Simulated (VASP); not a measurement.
A run of VASP 6.6.1 is set up as follows.

Contents of INCAR:

```
ALGO = Normal
EDIFF = 1E-8
ENCUT = 520
ISIF = 2
ISMEAR = -1
LASPH = True
LCHARG = False
LEFG = True
LREAL = False
LWAVE = False
NBANDS = 13
NELM = 60
PREC = Accurate
SIGMA = 0.03
```

Contents of KPOINTS:

```
k-points
0
Gamma
  15 15 15
```

The input POSCAR:

```
HfH2
1.0
   -1.7646497024      1.7646497024      2.1868652827
    1.7646497024     -1.7646497024      2.1868652827
    1.7646497024      1.7646497024     -2.1868652827
Hf H
1 2
Direct
    0.0000000000      0.0000000000      0.0000000000
    0.2500000000      0.7500000000      0.5000000000
    0.7500000000      0.2500000000      0.5000000000
```

Potentials or basis: VASP PAW LDA potentials, release 64 (Hf_pv, H).

Run with:

```bash
$ cat potpaw_LDA.64/Hf_pv/POTCAR potpaw_LDA.64/H/POTCAR > POTCAR
$ mpirun -np 1 vasp_std > vasp.out
```

Problem. What does it give for the pressure?

Solution. -12.6 GPa.

Problem. Predict the band gap on the k mesh.

Solution. Zero (band 6 reaches 5.40 eV, above the bottom of band 7 at 4.51 eV).

Electric field gradients, principal values (V/Å²):
| atom | least | middle | greatest (by size) |
| --- | --- | --- | --- |
| 1 Hf | 13.653 | 13.653 | -27.305 |
| 2 H | 0.062 | 0.063 | -0.125 |
| 3 H | 0.062 | 0.063 | -0.125 |

Caveat: without QUAD_EFG the Cq values of the log hold for a quadrupole moment of 1 mb, not for the nuclei; spin-orbit coupling is left out, which moves the levels of the heavy elements.
